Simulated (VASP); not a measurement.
Write the native input for VASP 6.6.1 that does the following.

- Task: single point
- Functional: LDA
- Potentials or basis: VASP PAW LDA potentials, release 64 (Hg)
- Cutoff: 520 eV
- k mesh: 12 × 12 × 12
- Occupations: fermi-dirac, width 0.03 eV
- Spin: no spin polarisation
- Dipole correction: no
- Further INCAR settings: ALGO = Normal; EDIFF = 1e-07; NBANDS = 12

The structure of Hg lies in POSCAR:

```
Hg
1.0
    1.7414577458      1.0054310984      2.2487951332
   -1.7414577458      1.0054310984      2.2487951332
    0.0000000000     -2.0108621967      2.2487951332
Hg
1
Direct
    0.0000000000      0.0000000000      0.0000000000
```

The input as run:

INCAR

```
PREC = Accurate ; ENCUT = 520
EDIFF = 1E-7 ; ISMEAR = -1
SIGMA = 0.03 ; LREAL = F
LASPH = T ; NELM = 60
ALGO = Normal ; ISIF = 2
LWAVE = F ; LCHARG = F
NBANDS = 12
```

KPOINTS

```
Automatic mesh
0
Gamma
  12 12 12
```

Potentials or basis: VASP PAW LDA potentials, release 64 (Hg).

Launch:

```console
$ cat potpaw_LDA.64/Hg/POTCAR > POTCAR
$ mpirun -np 1 vasp_std > vasp.out
```

It gave:

```json
{
  "Pressure": "-1.9 GPa",
  "Band gap on the k mesh": "zero (bands 6 and 7 overlap by 3.11 eV)"
}
```

Caveat: spin-orbit coupling is left out, which moves the levels of the heavy elements.

Run time: 26 s on 1 thread of Intel Xeon 8259CL (shared host), peak memory 0.17 GiB.
